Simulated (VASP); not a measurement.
**AgOs4: density of states with PBE**

The system is AgOs4.

```xyz
5
Lattice="-2.8492 2.8492 2.8492 2.8492 -2.8492 2.8492 2.8492 2.8492 -2.8492" Properties=species:S:1:pos:R:3 pbc="T T T"
Ag    0.0000    0.0000    0.0000
Os    1.4246    1.4246   -1.4246
Os   -1.4246    1.4246    1.4246
Os    1.4246    1.4246    1.4246
Os    1.4246   -1.4246    1.4246
```

* Program: VASP 6.6.1
* Task: density of states
* Functional: PBE
* Potentials or basis: VASP PAW PBE potentials, release 64 (Ag, Os)
* Cutoff: 520 eV
* k mesh: 10 × 10 × 10
* Occupations: gaussian, width 0.1 eV
* Spin: no spin polarisation
* Dipole correction: no
* k mesh for the DOS: 15 × 15 × 15
* Occupations for the DOS: tetrahedron
* Further INCAR settings: ALGO = Normal; EDIFF = 1e-06

- Valence electrons inside the program's atomic spheres: Ag 10.64; Os 6.94

Levels at points of the mesh, in eV from the Fermi level:
```csv
k point,band 19,band 20,band 21,band 22,band 23,band 24
"(0.00, 0.00, 0.00)",0.64,0.64,1.71,1.71,1.71,1.93
```

Run time: 7.8 min on 1 thread of Intel(R) Xeon(R) 6975P-C (Granite Rapids), on a shared host, peak memory 0.38 GiB.

Caveat: the bands computed are all filled at some k points, so no gap is given; spin-orbit coupling is left out, which moves the levels of the heavy elements.
